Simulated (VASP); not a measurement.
Write the native input for VASP 6.6.1 that does the following.

```
Task                   : single point
Functional             : LDA
Potentials or basis    : VASP PAW LDA potentials, release 64 (Ti_sv, Al)
Cutoff                 : 520 eV
k mesh                 : 8 × 8 × 8
Occupations            : fermi-dirac, width 0.05 eV
Spin                   : no spin polarisation
Dipole correction      : no
Further INCAR settings : ALGO = Fast; EDIFF = 1e-06; NBANDS = 14
```

The structure of TiAl lies in POSCAR:

```
TiAl
1.0
    3.1141669331      0.0000000000      0.0000000000
    0.0000000000      3.1141669331      0.0000000000
    0.0000000000      0.0000000000      3.1141669331
Ti Al
1 1
Direct
    0.0000000000      0.0000000000      0.0000000000
    0.5000000000      0.5000000000      0.5000000000
```

This cell differs from its parent crystal: volume scaled by 0.94.

The input as run:

INCAR

```
PREC     = Accurate       # precision mode
ENCUT    = 520            # plane-wave cutoff, eV
EDIFF    = 1E-6           # SCF threshold, eV
ISMEAR   = -1             # smearing method
SIGMA    = 0.05           # smearing width, eV
LREAL    = False          # projectors in reciprocal space
LASPH    = True           # aspherical terms in the spheres
NELM     = 80             # most SCF steps
ALGO     = Fast           # electronic algorithm
ISIF     = 2              # what is computed and relaxed
LWAVE    = False          # write WAVECAR
LCHARG   = True           # write CHGCAR
GGA      = CA             # functional
LELF     = True           # ELF
LVHAR    = True         
NBANDS   = 14             # bands
```

KPOINTS

```
Automatic mesh
0
Gamma
  8 8 8
```

Potentials or basis: VASP PAW LDA potentials, release 64 (Ti_sv, Al).

Command:

```console
$ cat potpaw_LDA.64/Ti_sv/POTCAR potpaw_LDA.64/Al/POTCAR > POTCAR
$ mpirun -np 1 vasp_std > vasp.out
```

It gave:

* Pressure: 1.5 GPa

It took 6.7 s on 1 thread of Intel(R) Xeon(R) 6975P-C (Granite Rapids) (shared host), peak memory 0.13 GiB.
